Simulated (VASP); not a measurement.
# CO2 (I-42d) in VASP: further runs

Runs on CO2. Level: PBEsol. Tasks: single point.

All numbers are computed with VASP 6.6.1; they aren't measurements. Logs are shortened: lines on timing, memory, paths and dates and some standing lists are left out, and cuts for length are marked.

### 1 The cell of the first run

Symmetry: I-42d, No. 122, tetragonal system. Conventional cell: a = 3.869 Å, b = 3.869 Å, c = 5.905 Å, α = 90.00°, β = 90.00°, γ = 90.00°. C (site symmetry -4) has 4 O at 1.37 Å within 1.8 Å. O (site symmetry 2) has 2 C at 1.37 Å within 1.8 Å.

### 2 Single point, PBEsol

INCAR reads:

```
ALGO = Normal ; EDIFF = 1E-7
ENCUT = 520 ; GGA = PS
ISIF = 2 ; ISMEAR = 1
LASPH = T ; LCHARG = F
LREAL = F ; LWAVE = F
NBANDS = 25 ; NELM = 80
PREC = Accurate ; SIGMA = 0.02
```

KPOINTS reads:

```
k-points
0
Gamma
  7 7 7
```

POSCAR reads:

```
CO2
1.0
   -1.9344180765      1.9344180765      2.9525313068
    1.9344180765     -1.9344180765      2.9525313068
    1.9344180765      1.9344180765     -2.9525313068
C O
2 4
Direct
    0.7500000000      0.2500000000      0.5000000000
    0.0000000000      0.0000000000      0.0000000000
    0.7098000000      0.1250000000      0.0848000000
    0.0402000000      0.6250000000      0.9152000000
    0.3750000000      0.2902000000      0.4152000000
    0.8750000000      0.9598000000      0.5848000000
```

Potentials or basis: VASP PAW PBE potentials, release 64 (C, O).

Launch:

```bash
> cat potpaw_PBE.64/C/POTCAR potpaw_PBE.64/O/POTCAR > POTCAR
> mpirun -np 1 vasp_std > vasp.out
```

OUTCAR:

```text
EDIFF = 1E-7
   ENCUT = 520
   GGA = PS
   ISIF = 2
   ISMEAR = 1
   LASPH = T
   LREAL = F
   NELM = 80
   PREC = Accurate

 ion  position               nearest neighbor table
   1  0.750  0.250  0.500-   3 1.37   4 1.37   5 1.37   6 1.37
   2  0.000  0.000  0.000-   3 1.37   4 1.37   5 1.37   6 1.37
   3  0.710  0.125  0.085-   1 1.37   2 1.37
   4  0.040  0.625  0.915-   1 1.37   2 1.37
   5  0.375  0.290  0.415-   1 1.37   2 1.37
   6  0.875  0.960  0.585-   1 1.37   2 1.37

  LATTYP: Found a body centered tetragonal cell.
 ALAT       =     3.8688361530
 C/A-ratio  =     1.5263149899

  Lattice vectors:

 A1 = (  -1.9344180765,   1.9344180765,   2.9525313068)
 A2 = (   1.9344180765,  -1.9344180765,   2.9525313068)
 A3 = (   1.9344180765,   1.9344180765,  -2.9525313068)

Analysis of symmetry for initial positions (statically):
=====================================================================
 Subroutine PRICEL returns:
 Original cell was already a primitive cell.

 Routine SETGRP: Setting up the symmetry group for a
 body centered tetragonal supercell.

 Subroutine GETGRP returns: Found  8 space group operations
 (whereof  4 operations were pure point group operations)
 out of a pool of 16 trial point group operations.

The static configuration has the point symmetry S_4 .
 The point group associated with its full space group is D_2d.

Analysis of symmetry for dynamics (positions and initial velocities):
=====================================================================
 Subroutine PRICEL returns:
 Original cell was already a primitive cell.

 Routine SETGRP: Setting up the symmetry group for a
 body centered tetragonal supercell.

 Subroutine GETGRP returns: Found  8 space group operations
 (whereof  4 operations were pure point group operations)
 out of a pool of 16 trial point group operations.

The dynamic configuration has the point symmetry S_4 .
 The point group associated with its full space group is D_2d.

 Subroutine INISYM returns: Found  8 space group operations
 (whereof  4 operations are pure point group operations),
 and found     1 'primitive' translations

----------------------------------------------------------------------------------------

                                     Primitive cell

  volume of cell :      44.1932

  direct lattice vectors                    reciprocal lattice vectors
    -1.934418077  1.934418077  2.952531307     0.000000000  0.258475666  0.169346215
     1.934418077 -1.934418077  2.952531307     0.258475666  0.000000000  0.169346215
     1.934418077  1.934418077 -2.952531307     0.258475666  0.258475666  0.000000000

  length of vectors
     4.025094745  4.025094745  4.025094745     0.309011019  0.309011019  0.365539792

  position of ions in fractional coordinates (direct lattice)
     0.750000000  0.250000000  0.500000000
     0.000000000  0.000000000  0.000000000
     0.709800000  0.125000000  0.084800000
     0.040200000  0.625000000  0.915200000
     0.375000000  0.290200000  0.415200000
     0.875000000  0.959800000  0.584800000

  ion indices of the primitive-cell ions
   primitive index   ion index
                 1           1
                 2           2
                 3           3
                 4           4
                 5           5
                 6           6

----------------------------------------------------------------------------------------

 KPOINTS: k-points

Automatic generation of k-mesh.
 Grid dimensions read from file:
 generate k-points for:    7    7    7

 Generating k-lattice:

  Cartesian coordinates                     Fractional coordinates (reciprocal lattice)
     0.000000000  0.036925095  0.024192316     0.142857143  0.000000000 -0.000000000
     0.036925095  0.000000000  0.024192316     0.000000000  0.142857143 -0.000000000
     0.036925095  0.036925095  0.000000000     0.000000000  0.000000000  0.142857143

  Length of vectors
     0.044144431  0.044144431  0.052219970

  Shift w.r.t. Gamma in fractional coordinates (k-lattice)
     0.000000000  0.000000000  0.000000000

 Subroutine IBZKPT returns following result:
 ===========================================

 Found     40 irreducible k-points:

 Following reciprocal coordinates:
            Coordinates               Weight
  0.000000  0.000000  0.000000      1.000000
  0.142857  0.000000 -0.000000      8.000000
  0.285714  0.000000  0.000000      8.000000
  0.428571  0.000000  0.000000      8.000000
  0.142857  0.142857 -0.000000      8.000000
  0.285714  0.142857 -0.000000     16.000000
[... 16 lines left out ...]
 -0.142857  0.285714  0.142857      8.000000
 -0.428571  0.428571  0.142857      8.000000
 [... further k-points ...]
   k-points           NKPTS =     40   k-points in BZ     NKDIM =     40   number of bands    NBANDS=     25
   number of dos      NEDOS =    301   number of ions     NIONS =      6
   total plane-waves  NPLWV =  27000
   dimension x,y,z NGX =    30 NGY =   30 NGZ =   30
   dimension x,y,z NGXF=    60 NGYF=   60 NGZF=   60
   ions per type =               2   4
   NGX,Y,Z   is equivalent  to a cutoff of  12.39, 12.39, 12.39 a.u.
   NGXF,Y,Z  is equivalent  to a cutoff of  24.78, 24.78, 24.78 a.u.
 SYSTEM =  unknown system
   PREC   = accura    normal or accurate (medium, high low for compatibility)
   ISTART =      0    job   : 0-new  1-cont  2-samecut
   ICHARG =      2    charge: 1-file 2-atom 10-const
   ISPIN  =      1    spin polarized calculation?
   LNONCOLLINEAR =      F non collinear calculations
   LSORBIT =      F    spin-orbit coupling
   LASPH  =      T    aspherical Exc in radial PAW
   ENCUT  =  520.0 eV  38.22 Ry    6.18 a.u.   7.48  7.48  7.48*2*pi/ulx,y,z
   NELM   =     80;   NELMIN=  2; NELMDL= -5     # of ELM steps
   EDIFF  = 0.1E-06   stopping-criterion for ELM
   LREAL  =      F    real-space projection
   EDIFFG = 0.1E-05   stopping-criterion for IOM
   NSW    =      0    number of steps for IOM
   IBRION =     -1    ionic relax: 0-MD 1-quasi-New 2-CG
   NFREE  =      0    steps in history (QN), initial steepest desc. (CG)
   ISIF   =      2    stress and relaxation
   ISYM   =      2    0-nonsym 1-usesym 2-fastsym
   POTIM  = 0.5000    time-step for ionic-motion
   TEBEG  =    0.0;   TEEND  =   0.0 temperature during run
   PSTRESS=    0.0 pullay stress
   NELECT =      32.0000    total number of electrons
   NUPDOWN=      -1.0000    fix difference up-down
   EMIN   =  10.00;   EMAX   =-10.00  energy-range for DOS
   EFERMI =   0.00;   METHOD = LEGACY
   ISMEAR =     1;   SIGMA  =   0.02  broadening in eV -4-tet -1-fermi 0-gaus
   EFERMI_NEDOS =   21; number of points for ismear=-14 and -15
   IALGO  =     38    algorithm
   IMIX   =      4    mixing-type and parameters
     AMIX     =   0.40;   BMIX     =  1.00
     AMIX_MAG =   1.60;   BMIX_MAG =  1.00
  volume/ion in A,a.u.               =       7.37        49.71
  Fermi-wavevector in a.u.,A,eV,Ry     =   1.470076  2.778041 29.403866  2.161123
  Thomas-Fermi vector in A             =   2.585376
   LORBIT       =      0    0 simple, 1 ext, 2 COOP (PROOUT), +10 PAW based schemes
   GGA     = PS    functional components
   LHFCALC =     F    Hartree Fock is set to
   AEXX    =    0.0000 exact exchange contribution
   IVDW    =     0    specifies the selected vdW correction
   LEPSILON=     F    determine dielectric tensor
   LRPA    =     F    only Hartree local field effects (RPA)
 non-spin polarized calculation
 Methfessel and Paxton  Order N= 1 SIGMA  =   0.02
  energy-cutoff  :      520.00
  volume of cell :       44.19
 maximum number of plane-waves:      1203
 NGX is ok and might be reduce to    30
   NGX = 15   NGY = 15   NGZ = 15

 number of electron      31.9999981 magnetization

 Free energy of the ion-electron system (eV)
  ---------------------------------------------------
  ext. energy  EPLUGINS =         0.00000000
  ---------------------------------------------------
  free energy    TOTEN  =       -46.02514414 eV

  energy without entropy =      -46.02518519  energy(sigma->0) =      -46.02515782

 E-fermi :   2.7366     XC(G=0): -11.6648

 val. band max:        2.7209132845   @ k =   0.4286   0.0000   0.0000
 cond. band min:      10.5024883189   @ k =   0.0000   0.0000   0.0000
 fundamental gap:      7.7815750344
 Fermi energy:         2.7365933388

 k-point     1 :       0.0000    0.0000    0.0000
  band No.  band energies     occupation
      1     -21.9163      2.00000
      2     -16.4453      2.00000
      3     -16.4453      2.00000
      4     -15.7879      2.00000
      5     -12.2918      2.00000
      6      -7.4374      2.00000
[... 17 lines left out ...]
     24      18.3258      0.00000
     25      18.3258      0.00000

 k-point     2 :       0.1429    0.0000   -0.0000
  band No.  band energies     occupation
      1     -21.7769      2.00000
      2     -16.7997      2.00000
      3     -16.4841      2.00000
      4     -15.9606      2.00000
      5     -11.8446      2.00000
      6      -7.4120      2.00000
[... 17 lines left out ...]
     24      18.2666      0.00000
     25      18.6064      0.00000

 k-point     3 :       0.2857    0.0000    0.0000
  band No.  band energies     occupation
      1     -21.3947      2.00000
      2     -17.7036      2.00000
      3     -16.5535      2.00000
      4     -16.1222      2.00000
      5     -11.0560      2.00000
      6      -7.3675      2.00000
[... 552 lines left out ...]
 k-point    23 :      -0.1429    0.2857    0.1429
  band No.  band energies     occupation
      1     -21.1105      2.00000
      2     -18.1928      2.00000
      3     -16.6428      2.00000
      4     -16.1966      2.00000
      5     -10.6022      2.00000
      6      -7.3714      2.00000
[... 17 lines left out ...]
     24      17.7730      0.00000
     25      18.4620      0.00000

 k-point    24 :      -0.4286    0.4286    0.1429
  band No.  band energies     occupation
      1     -20.2501      2.00000
      2     -19.2912      2.00000
      3     -16.6808      2.00000
      4     -16.5353      2.00000
      5      -9.4073      2.00000
      6      -8.5397      2.00000
[... 17 lines left out ...]
     24      17.8428      0.00000
     25      18.4234      0.00000

 [... further k-points ...]

------------------------ aborting loop because EDIFF is reached ----------------------------------------

  FORCE on cell =-STRESS in cart. coord.  units (eV):
  Direction    XX          YY          ZZ          XY          YZ          ZX
  --------------------------------------------------------------------------------------
  -------------------------------------------------------------------------------------
  Total        3.8568015      3.8568015      2.9785765      0.0000000      0.0000000      0.0000000
  in kB      139.8243081    139.8243081    107.9851806      0.0000000      0.0000000      0.0000000
  external PRESSURE =     129.2112656 kB  Pullay stress =       0.0000000 kB

 VOLUME and BASIS-vectors are now :
 -----------------------------------------------------------------------------
  energy-cutoff  :      520.00
  volume of cell :       44.19
      direct lattice vectors                 reciprocal lattice vectors
    -1.934418077  1.934418077  2.952531307     0.000000000  0.258475666  0.169346215
     1.934418077 -1.934418077  2.952531307     0.258475666  0.000000000  0.169346215
     1.934418077  1.934418077 -2.952531307     0.258475666  0.258475666  0.000000000

 POSITION                                       TOTAL-FORCE (eV/Angst)
 -----------------------------------------------------------------------------------
      0.00000      1.93442      1.47627        -0.000000      0.000000     -0.000000
      0.00000      0.00000      0.00000        -0.000000      0.000000      0.000000
     -0.96721      1.29529      2.21440        -0.000000     -0.812783     -0.000000
      2.90163      0.63913     -0.73813        -0.000000      0.812783      0.000000
      0.63913      0.96721      0.73813         0.812783      0.000000      0.000000
      1.29529      0.96721      3.69066        -0.812783      0.000000     -0.000000
 -----------------------------------------------------------------------------------
    total drift:                               -0.000001     -0.000001     -0.000001

  FREE ENERGIE OF THE ION-ELECTRON SYSTEM (eV)
  ---------------------------------------------------
  free  energy   TOTEN  =       -46.0251441383 eV

  energy  without entropy=      -46.0251851942  energy(sigma->0) =      -46.02515782
```

Run time: 39 s. Hardware: 1 thread of AMD EPYC 9R45 (Zen 5), shared host; peak memory 0.14 GiB.

What came out:

```yaml
Free_energy: -46.0251 eV
Pressure: 12.9 GPa
Largest_force: 0.813 eV/Å
Band_gap_on_the_k_mesh: 7.78 eV, indirect (least direct gap 8.26 eV)
```

Forces in eV/Å, atoms in the order of the input:
```
C    0.000  0.000  0.000
C    0.000  0.000  0.000
O    0.000 -0.813  0.000
O    0.000  0.813  0.000
O    0.813  0.000  0.000
O   -0.813  0.000  0.000
```

Levels at points of the mesh, in eV from the valence-band top:
```csv
k point,band 13,band 14,band 15,band 16,band 17,band 18,band 19,band 20
"(0.00, 0.00, 0.00)",-1.25,-0.91,-0.91,-0.48,7.78,9.73,9.73,10.10
```

Caveat: the PAW data sets were made with another functional, which shifts forces and pressure a little.

(Part 1 of 2 ends here.)
